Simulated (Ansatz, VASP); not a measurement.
**BaTiO3: VASP beside Ansatz**

```
Ba Ti O
1.0
     3.97368    0.00000    0.00000
     0.00000    3.97368    0.00000
     0.00000    0.00000    4.09258
Ba Ti O
1 1 3
Direct
  0.00000 0.00000 0.99614
  0.50000 0.50000 0.47930
  0.50000 0.50000 0.03136
  0.50000 0.00000 0.51810
  0.00000 0.50000 0.51810
```

Alike in both runs: functional PBE; dispersion D3(BJ); k mesh 6 × 6 × 6; no spin polarisation.

Ansatz relaxed the structure, and its values are those at the end. VASP's run is a single point on that final structure, the one shown.

|  | VASP | Ansatz |
| --- | --- | --- |
| version | VASP 6.6.1 | Ansatz 0.2.0 |
| potentials or method | VASP PAW PBE potentials, release 64 (Ba_sv, Ti_sv, O), cutoff 520 eV | plane waves, PAW |
| occupations | gaussian, width 0.01 eV | fixed |
| valence electrons in the cell | 40 | 40 |

```csv
,VASP,Ansatz,Ansatz less VASP
pressure (GPa),1.8,0.0,-1.76
rms of the force components (eV/Å),0.027,0.000,-0.0269
```

Spin-orbit coupling is off throughout.
